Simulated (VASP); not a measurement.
Input of a VASP 6.6.1 run:

Contents of INCAR:

```
SYSTEM = Nb
ALGO = Fast ; EDIFF = 1E-6
ENCUT = 520 ; GGA = PS
ISIF = 2 ; ISMEAR = 0
LASPH = .TRUE. ; LCHARG = .TRUE.
LELF = .TRUE. ; LREAL = .FALSE.
LVHAR = .TRUE. ; LWAVE = .FALSE.
NBANDS = 12 ; NELM = 60
PREC = Accurate ; SIGMA = 0.15
```

File KPOINTS:

```
k-points
0
G
  22 22 22
  0 0 0
```

File POSCAR:

```
Nb
1.0
   -1.4824855499      1.4824855499      2.0962345675
    1.4824855499     -1.4824855499      2.0962345675
    1.4824855499      1.4824855499     -2.0962345675
Nb
1
Direct
    0.0000000000      0.0000000000      0.0000000000
```

Potentials or basis: VASP PAW PBE potentials, release 64 (Nb_sv).

Command:

```bash
$ cat potpaw_PBE.64/Nb_sv/POTCAR > POTCAR
$ mpirun -np 1 vasp_std > vasp.out
```

(1) Estimate the pressure.

## Answers

(1) -3.0 GPa.

Caveat: the PAW data sets were made with another functional, which shifts forces and pressure a little.
